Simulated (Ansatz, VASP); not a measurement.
Br in VASP and in Ansatz

The input INCAR:

```
ALGO = Normal
EDIFF = 1E-6
ENCUT = 520
GGA = PE
ISIF = 2
ISMEAR = -1
LASPH = True
LCHARG = False
LREAL = False
LWAVE = False
NBANDS = 14
NELM = 60
PREC = Accurate
SIGMA = 0.05
```

KPOINTS

```
k-points
0
Gamma
  14 14 8
```

The input POSCAR:

```
Br
1.0
    3.4167572373      0.0000000000      0.0000000000
   -1.7083786186      2.9589985660      0.0000000000
    0.0000000000      0.0000000000      4.3156577655
Br
2
Direct
    0.3333333333      0.6666666667      0.2500000000
    0.6666666667      0.3333333333      0.7500000000
```

Input for Ansatz:

```yaml
crystal:
  lattice:
    - [3.4167572373, 0.0, 0.0]
    - [-1.7083786186, 2.958998566, 0.0]
    - [0.0, 0.0, 4.3156577655]
  atoms:
    - { symbol: Br, position: [0.3333333333, 0.6666666667, 0.25] }
    - { symbol: Br, position: [0.6666666667, 0.3333333333, 0.75] }
kpoints:
  mp_grid: { grid: [14, 14, 8] }
scf:
  occupations: { method: fermi_dirac, width: 0.05 }
hamiltonian:
  xc: pbe
  pseudopotentials: { kind: paw }
output:
  forces: true
  stress: true
  eigenvalues: true
  populations: true
```

Change from the starting cell: volume scaled by 0.76, PAW files.

Alike in both runs: task single point; functional PBE; k mesh 14 × 14 × 8; occupations fermi-dirac, width 0.05 eV; no spin polarisation.

|  | VASP | Ansatz |
| --- | --- | --- |
| version | VASP 6.6.1 | Ansatz 0.2.0 |
| potentials or method | VASP PAW PBE potentials, release 64 (Br) | PAW with Ansatz's default frozen-core files, scalar-relativistic |
| plane-wave cutoff (eV) | 520 | 420 |
| valence electrons in the cell | 14 | 14 |

Ansatz gave:

```
pressure (GPa)                                                : 11.9
traceless stress, the component that is largest in VASP (GPa) : -0.10
```

What did VASP give for the same quantities?

Pressure (GPa): 11.9; traceless stress, the component that is largest in VASP (GPa): -0.09.
